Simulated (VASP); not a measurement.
# Ag (P3m1) in VASP: single point with PBEsol

Aim: the single point of Ag with PBEsol.

All numbers are computed with VASP 6.6.1; they aren't measurements. Logs are shortened: lines on timing, memory, paths and dates and some standing lists are left out, and cuts for length are marked.

## (1) The cell of the first run

Symmetry: P3m1, No. 156, trigonal system. Conventional cell: a = 2.871 Å, b = 2.871 Å, c = 19.676 Å, α = 90.00°, β = 90.00°, γ = 120.00°. Within 3.8 Å of Ag (site symmetry 3m) lie 12 Ag at 2.86 to 3.72 Å. Within 3.8 Å of Ag (site symmetry 3m) lie 12 Ag at 2.86 to 2.87 Å. Within 3.8 Å of Ag (site symmetry 3m) lie 12 Ag at 2.86 to 2.87 Å. Ag (site symmetry 3m) has 12 Ag at 2.86 to 2.87 Å within 3.8 Å. Within 3.8 Å of Ag (site symmetry 3m) lie 12 Ag at 2.86 to 2.87 Å. Ag (site symmetry 3m) has 12 Ag at 2.86 to 3.72 Å within 3.8 Å. Within 3.8 Å of Ag (site symmetry 3m) lie 12 Ag at 2.86 to 2.87 Å. Ag (site symmetry 3m) has 12 Ag at 2.86 to 2.87 Å within 3.8 Å.

## (2) Single point, PBEsol

File INCAR:

```
SYSTEM = Ag
PREC = Accurate ; ENCUT = 520
EDIFF = 1E-6 ; ISMEAR = 0
SIGMA = 0.15 ; LREAL = .False.
LASPH = .True. ; NELM = 60
ALGO = Fast ; ISIF = 2
LWAVE = .False. ; LCHARG = .False.
GGA = PS ; NBANDS = 54
```

File KPOINTS:

```
Automatic mesh
0
Gamma
  19 19 3
  0 0 0
```

File POSCAR:

```
Ag
1.0
   -2.8709531720      0.0000000000      0.0000000000
   -1.4354765860     -2.4863183800      0.0000000000
    0.0000000000      0.0000000000     19.6761177600
Ag
8
Direct
    0.3333333333      0.3333333333      0.0593235604
    0.3333333333      0.3333333333      0.5339120434
    0.6666666667      0.6666666667      0.2966178019
    0.6666666667      0.6666666667      0.7712062850
    1.0000000000      1.0000000000      0.4152649227
    1.0000000000      1.0000000000      0.8898534057
    0.0000000000      0.0000000000      0.1779706811
    0.0000000000      0.0000000000      0.6525591642
```

Potentials or basis: VASP PAW PBE potentials, release 64 (Ag).

Started as:

```sh
> cat potpaw_PBE.64/Ag/POTCAR > POTCAR
> mpirun -np 1 vasp_std > vasp.out
```

OUTCAR:

```text
SYSTEM = Ag
   PREC = Accurate
   ENCUT = 520
   EDIFF = 1E-6
   ISMEAR = 0
   LREAL = .False.
   LASPH = .True.
   NELM = 60
   ISIF = 2
   GGA = PS

 ion  position               nearest neighbor table
   1  0.333  0.333  0.059-   7 2.86   7 2.86   7 2.86
   2  0.333  0.333  0.534-   5 2.86   5 2.86   5 2.86   8 2.86   8 2.86   8 2.86
   3  0.667  0.667  0.297-   5 2.86   7 2.86   5 2.86   7 2.86   5 2.86   7 2.86
   4  0.667  0.667  0.771-   6 2.86   6 2.86   6 2.86   8 2.86   8 2.86   8 2.86
   5  0.000  0.000  0.415-   2 2.86   2 2.86   2 2.86   3 2.86   3 2.86   3 2.86
   6  0.000  0.000  0.890-   4 2.86   4 2.86   4 2.86
   7  0.000  0.000  0.178-   1 2.86   1 2.86   1 2.86   3 2.86   3 2.86   3 2.86
   8  0.000  0.000  0.653-   2 2.86   4 2.86   4 2.86   2 2.86   4 2.86   2 2.86

  LATTYP: Found a hexagonal cell.
 ALAT       =     2.8709531720
 C/A-ratio  =     6.8535140009

  Lattice vectors:

 A1 = (   1.4354765860,   2.4863183800,   0.0000000000)
 A2 = (  -2.8709531720,   0.0000000000,   0.0000000000)
 A3 = (   0.0000000000,   0.0000000000,  19.6761177600)

Analysis of symmetry for initial positions (statically):
=====================================================================
 Subroutine PRICEL returns:
 Original cell was already a primitive cell.

 Routine SETGRP: Setting up the symmetry group for a
 hexagonal supercell.

 Subroutine GETGRP returns: Found  6 space group operations
 (whereof  6 operations were pure point group operations)
 out of a pool of 24 trial point group operations.

The static configuration has the point symmetry C_3v.

Analysis of symmetry for dynamics (positions and initial velocities):
=====================================================================
 Subroutine PRICEL returns:
 Original cell was already a primitive cell.

 Routine SETGRP: Setting up the symmetry group for a
 hexagonal supercell.

 Subroutine GETGRP returns: Found  6 space group operations
 (whereof  6 operations were pure point group operations)
 out of a pool of 24 trial point group operations.

The dynamic configuration has the point symmetry C_3v.

 Subroutine INISYM returns: Found  6 space group operations
 (whereof  6 operations are pure point group operations),
 and found     1 'primitive' translations

----------------------------------------------------------------------------------------

                                     Primitive cell

[... 103 lines left out ...]
   LREAL  =      F    real-space projection
   EDIFFG = 0.1E-04   stopping-criterion for IOM
   NSW    =      0    number of steps for IOM
   IBRION =     -1    ionic relax: 0-MD 1-quasi-New 2-CG
   NFREE  =      0    steps in history (QN), initial steepest desc. (CG)
   ISIF   =      2    stress and relaxation
   ISYM   =      2    0-nonsym 1-usesym 2-fastsym
   POTIM  = 0.5000    time-step for ionic-motion
   TEBEG  =    0.0;   TEEND  =   0.0 temperature during run
   PSTRESS=    0.0 pullay stress
   NELECT =      88.0000    total number of electrons
   NUPDOWN=      -1.0000    fix difference up-down
   EMIN   =  10.00;   EMAX   =-10.00  energy-range for DOS
   EFERMI =   0.00;   METHOD = LEGACY
   ISMEAR =     0;   SIGMA  =   0.15  broadening in eV -4-tet -1-fermi 0-gaus
   EFERMI_NEDOS =   21; number of points for ismear=-14 and -15
   IALGO  =     68    algorithm
   IMIX   =      4    mixing-type and parameters
     AMIX     =   0.40;   BMIX     =  1.00
     AMIX_MAG =   1.60;   BMIX_MAG =  1.00
  volume/ion in A,a.u.               =      17.56       118.48
  Fermi-wavevector in a.u.,A,eV,Ry     =   1.400861  2.647243 26.700220  1.962411
  Thomas-Fermi vector in A             =   2.523779
   LORBIT       =      0    0 simple, 1 ext, 2 COOP (PROOUT), +10 PAW based schemes
   GGA     = PS    functional components
   LHFCALC =     F    Hartree Fock is set to
   AEXX    =    0.0000 exact exchange contribution
   IVDW    =     0    specifies the selected vdW correction
   LEPSILON=     F    determine dielectric tensor
   LRPA    =     F    only Hartree local field effects (RPA)
 non-spin polarized calculation
 RMM-DIIS sequential band-by-band and
 Gauss-broadening in eV      SIGMA  =   0.15
  energy-cutoff  :      520.00
  volume of cell :      140.45
 maximum number of plane-waves:      3835
 NGX is ok and might be reduce to    24
   NGX = 11   NGY = 11   NGZ = 73

 number of electron      87.9999982 magnetization

 Free energy of the ion-electron system (eV)
  ---------------------------------------------------
  ext. energy  EPLUGINS =         0.00000000
  ---------------------------------------------------
  free energy    TOTEN  =       -25.94889756 eV

  energy without entropy =      -25.91689639  energy(sigma->0) =      -25.93289697

 E-fermi :   7.9228     XC(G=0): -12.1911

 val. band max:        7.9139367107   @ k =   0.3684   0.4737   0.3333
 cond. band min:       7.9340262603   @ k =   0.1579   0.2105   0.3333
 fundamental gap:      0.0200895495
 Fermi energy:         7.9227971905

 k-point     1 :       0.0000    0.0000    0.0000
  band No.  band energies     occupation
      1      -0.0270      2.00000
      2       0.3270      2.00000
      3       0.7335      2.00000
      4       1.2857      2.00000
      5       1.3672      2.00000
      6       1.3991      2.00000
[... 1357 lines left out ...]
     53      15.2585      0.00000
     54      15.5708      0.00000

 [... further k-points ...]
[... 5 lines left out ...]
  --------------------------------------------------------------------------------------
  -------------------------------------------------------------------------------------
  Total       -1.6423810     -1.6423810     -1.5764598      0.0000000      0.0000000      0.0000000
  in kB      -18.7353677    -18.7353677    -17.9833764      0.0000000      0.0000000      0.0000000
  external PRESSURE =     -18.4847039 kB  Pullay stress =       0.0000000 kB

 VOLUME and BASIS-vectors are now :
 -----------------------------------------------------------------------------
  energy-cutoff  :      520.00
  volume of cell :      140.45
      direct lattice vectors                 reciprocal lattice vectors
    -2.870953172  0.000000000  0.000000000    -0.348316374  0.201100553  0.000000000
    -1.435476586 -2.486318380  0.000000000     0.000000000 -0.402201105  0.000000000
     0.000000000  0.000000000 19.676117760     0.000000000  0.000000000  0.050823034

 POSITION                                       TOTAL-FORCE (eV/Angst)
 -----------------------------------------------------------------------------------
     -1.43548     -0.82877      1.16726        -0.000000     -0.000000     -0.441346
     -1.43548     -0.82877     10.50532        -0.000000      0.000000     -0.013286
     -2.87095     -1.65755      5.83629         0.000000     -0.000000     -0.013318
     -2.87095     -1.65755     15.17435        -0.000000     -0.000000      0.042165
      0.00000      0.00000      8.17080        -0.000000     -0.000000      0.011530
      0.00000      0.00000     17.50886        -0.000000      0.000000      0.460511
      0.00000      0.00000      3.50177         0.000000     -0.000000     -0.062869
      0.00000      0.00000     12.83983         0.000000      0.000000      0.016612
 -----------------------------------------------------------------------------------
    total drift:                               -0.000000     -0.000000     -0.000262

  FREE ENERGIE OF THE ION-ELECTRON SYSTEM (eV)
  ---------------------------------------------------
  free  energy   TOTEN  =       -25.9488975581 eV

  energy  without entropy=      -25.9168963912  energy(sigma->0) =      -25.93289697
```

OSZICAR:

```text
N       E                     dE             d eps       ncg     rms          rms(c)
DAV:   1     0.630346836439E+03    0.63035E+03   -0.45779E+04 11880   0.163E+03
DAV:   2    -0.108895790419E+02   -0.64124E+03   -0.61154E+03 12078   0.375E+02
DAV:   3    -0.285708119102E+02   -0.17681E+02   -0.17455E+02 13152   0.690E+01
DAV:   4    -0.286917780601E+02   -0.12097E+00   -0.12082E+00 13016   0.523E+00
DAV:   5    -0.286929177925E+02   -0.11397E-02   -0.11397E-02 12856   0.538E-01    0.158E+01
RMM:   6    -0.260404887373E+02    0.26524E+01   -0.89700E+00 11880   0.153E+01    0.945E+00
RMM:   7    -0.260137822644E+02    0.26706E-01   -0.46524E-01 12573   0.270E+00    0.517E+00
RMM:   8    -0.265365241756E+02   -0.52274E+00   -0.39794E-01 13443   0.213E+00    0.308E+00
RMM:   9    -0.259486886161E+02    0.58784E+00   -0.18120E-01 13241   0.152E+00    0.411E-01
RMM:  10    -0.259489258453E+02   -0.23723E-03   -0.12351E-02 12996   0.403E-01    0.786E-02
RMM:  11    -0.259489398872E+02   -0.14042E-04   -0.89589E-04 13038   0.133E-01    0.634E-02
RMM:  12    -0.259489087117E+02    0.31176E-04   -0.12872E-04 13024   0.493E-02    0.530E-02
RMM:  13    -0.259488979778E+02    0.10734E-04   -0.41892E-05 12976   0.306E-02    0.106E-02
RMM:  14    -0.259488975581E+02    0.41972E-06   -0.84887E-06 12653   0.138E-02
   1 F= -.25948898E+02 E0= -.25932897E+02  d E =-.320012E-01
```

Run time: 7.5 min. Hardware: 1 thread of Intel Xeon 6975P-C (Granite Rapids), shared host; peak memory 0.66 GiB.

What came out:

```
Free energy            : -25.9489 eV
Pressure               : -1.8 GPa
Largest force          : 0.461 eV/Å
Band gap on the k mesh : zero (band 44 reaches 11.50 eV, above the bottom of band 45 at 4.88 eV)
```

Forces in eV/Å, atoms in the order of the input:
```
Ag   0.000  0.000 -0.441
Ag   0.000  0.000 -0.013
Ag   0.000  0.000 -0.013
Ag   0.000  0.000  0.042
Ag   0.000  0.000  0.012
Ag   0.000  0.000  0.461
Ag   0.000  0.000 -0.063
Ag   0.000  0.000  0.017
```

Caveat: the PAW data sets were made with another functional, which shifts forces and pressure a little.
